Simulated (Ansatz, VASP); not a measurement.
One calculation of GaP, two programs

File INCAR:

```
PREC = Accurate
ENCUT = 500
EDIFF = 1E-6
ISMEAR = -1
SIGMA = 0.02
LREAL = F
LASPH = T
NELM = 120
ALGO = Normal
ISIF = 2
LWAVE = F
LCHARG = F
GGA = PS
NBANDS = 16
GGA_COMPAT = F
```

Contents of KPOINTS:

```
regular mesh
0
Gamma
  6 6 6
```

File POSCAR:

```
GaP
1.0
    0.0000000000      2.5585353464      2.5585353464
    2.5585353464      0.0000000000      2.5585353464
    2.5585353464      2.5585353464      0.0000000000
Ga P
1 1
Direct
    0.0000000000      0.0000000000      0.0000000000
    0.5000000000      0.5000000000      0.5000000000
```

Input for Ansatz:

```yaml
crystal:
  lattice:
    - [0.0, 2.5585353464, 2.5585353464]
    - [2.5585353464, 0.0, 2.5585353464]
    - [2.5585353464, 2.5585353464, 0.0]
  atoms:
    - { symbol: Ga, position: [0.0, 0.0, 0.0] }
    - { symbol: P, position: [0.5, 0.5, 0.5] }
kpoints:
  mp_grid: { grid: [6, 6, 6] }
hamiltonian:
  xc: pbesol
scf:
  occupations: { method: fermi_dirac, width: 0.02 }
  n_extra_bands: 4
  mixing: { preconditioner: resta }
output:
  forces: true
  stress: true
  eigenvalues: true
```

Alike in both runs: task single point; functional PBEsol; k mesh 6 × 6 × 6; occupations fermi-dirac, width 0.02 eV; no spin polarisation.

|  | VASP | Ansatz |
| --- | --- | --- |
| version | VASP 6.6.1 | Ansatz 0.2.0 |
| potentials or method | VASP PAW PBE potentials, release 64 (Ga_d, P) | plane waves |
| plane-wave cutoff (eV) | 500 | 420 |
| valence electrons in the cell | 18 | 18 |

|  | VASP | Ansatz | Ansatz less VASP |
| --- | --- | --- | --- |
| pressure (GPa) | -1.6 | -1.6 | -0.07 |

VASP's potentials were made for PBE, not for PBEsol. The functional is the same, so the differences come from potentials, cutoffs and numerics.
